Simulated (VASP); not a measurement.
Wanted: the native input for a VASP 6.6.1 run.

```yaml
Task: single point
Functional: revPBE
Potentials_or_basis: VASP PAW PBE potentials, release 64 (Hf_pv, Pd, Se, Br, O)
Cutoff: 520 eV
k_mesh: 4 × 4 × 3
Occupations: fermi-dirac, width 0.05 eV
Spin: no spin polarisation
Dipole_correction: no
Further_INCAR_settings: ALGO = Normal; EDIFF = 1e-06; NBANDS = 53
```

The structure of Hf2Pd2Se2Br2O3 lies in POSCAR:

```
Hf2Pd2Se2Br2O3
1.0
    5.7990855575      0.0040973190      0.0017254745
   -0.5217925578      5.9145880444      0.0170958516
   -1.4970067284     -0.8783411602      6.7289419528
Hf Pd Se Br O
2 2 2 2 3
Direct
    0.7461033480      0.3958923599      0.3516064946
    0.2868260660      0.4539188019      0.5920209379
    0.9074013266      0.1357108501      0.8494531423
    0.2540772960      0.9023922468      0.3585691574
    0.6325220199      0.4020343231      0.9384128695
    0.6249477317      0.7783547038      0.5293785742
    0.8561116542      0.9952962490      0.1546586359
    0.2219081262      0.8171818343      0.8580959233
    0.9610343081      0.2904263512      0.5896752027
    0.4342668154      0.2467064510      0.4114072434
    0.0748113081      0.5820858290      0.3667418188
```

These files were run (other wordings do the same):

INCAR

```
ALGO = Normal ; EDIFF = 1E-6
ENCUT = 520 ; GGA = RE
ISIF = 2 ; ISMEAR = -1
LASPH = T ; LCHARG = T
LELF = T ; LREAL = F
LVHAR = T ; LWAVE = F
NBANDS = 53 ; NELM = 80
PREC = Accurate ; SIGMA = 0.05
```

KPOINTS

```
k-points
0
Gamma
  4 4 3
```

Potentials or basis: VASP PAW PBE potentials, release 64 (Hf_pv, Pd, Se, Br, O).

Launch:

```sh
$ cat potpaw_PBE.64/Hf_pv/POTCAR potpaw_PBE.64/Pd/POTCAR potpaw_PBE.64/Se/POTCAR potpaw_PBE.64/Br/POTCAR potpaw_PBE.64/O/POTCAR > POTCAR
$ mpirun -np 1 vasp_std > vasp.out
```

It gave:

The pressure is -0.6 GPa and the largest force is 0.182 eV/Å. The band gap on the k mesh is 0.22 eV, indirect (least direct gap 0.31 eV).

Caveat: the PAW data sets were made with another functional, which shifts forces and pressure a little; spin-orbit coupling is left out, which moves the levels of the heavy elements.

Wall time 15 min on 1 thread of AMD EPYC 7R13 (shared host), peak memory 0.53 GiB.
